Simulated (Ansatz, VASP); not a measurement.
**LiF in VASP and in Ansatz**

The input INCAR:

```
PREC = Accurate
ENCUT = 520
EDIFF = 1E-6
ISMEAR = 0
SIGMA = 0.05
LREAL = False
LASPH = True
NELM = 60
ALGO = Normal
ISIF = 2
LWAVE = False
LCHARG = False
GGA = CA
NBANDS = 18
```

KPOINTS

```
regular mesh
0
Gamma
  9 9 6
```

File POSCAR:

```
LiF
1.0
    3.0631065845      0.0000000000      0.0000000000
   -1.5315532922      2.6527281167      0.0000000000
    0.0000000000      0.0000000000      4.5591278403
Li F
2 2
Direct
    0.3333333333      0.6666666667      0.4026947866
    0.6666666667      0.3333333333      0.9026947866
    0.3333333333      0.6666666667      0.9910195924
    0.6666666667      0.3333333333      0.4910195924
```

Input for Ansatz:

```yaml
crystal:
  lattice:
    - [3.0631065845, 0.0, 0.0]
    - [-1.5315532922, 2.6527281167, 0.0]
    - [0.0, 0.0, 4.5591278403]
  atoms:
    - { symbol: Li, position: [0.3333333333, 0.6666666667, 0.4026947866] }
    - { symbol: Li, position: [0.6666666667, 0.3333333333, 0.9026947866] }
    - { symbol: F, position: [0.3333333333, 0.6666666667, 0.9910195924] }
    - { symbol: F, position: [0.6666666667, 0.3333333333, 0.4910195924] }
basis:
  ecutwfc: 520.0
kpoints:
  mp_grid: { grid: [9, 9, 6] }
hamiltonian:
  xc: lda
scf:
  occupations: { method: gaussian, width: 0.05 }
output:
  forces: true
  stress: true
  eigenvalues: true
```

Alike in both runs: task single point; functional LDA; k mesh 9 × 9 × 6; occupations gaussian, width 0.05 eV; no spin polarisation.

```csv
,VASP,Ansatz
version,VASP 6.6.1,Ansatz 0.2.0
potentials or method,"VASP PAW LDA potentials, release 64 (Li_sv, F), cutoff 520 eV","scalar-relativistic, plane waves, PAW"
valence electrons in the cell,20,20
```

|  | VASP | Ansatz | Ansatz less VASP |
| --- | --- | --- | --- |
| gap on the k mesh at the Fermi level (eV) | 7.69 | 7.71 | +0.015 |
| least direct gap on the mesh (eV) | 7.69 | 7.71 | +0.015 |
| rms of the force components (eV/Å) | 0.060 | 0.061 | +0.0018 |

LDA's correlation is that of Perdew and Zunger in VASP and of Perdew and Wang (1992) in Ansatz. Atom by atom the forces differ by 0.002 eV/Å (rms over components).

Noted on VASP's run: the cutoff is under 1.25 times that of the potentials, so the pressure is a little rough.
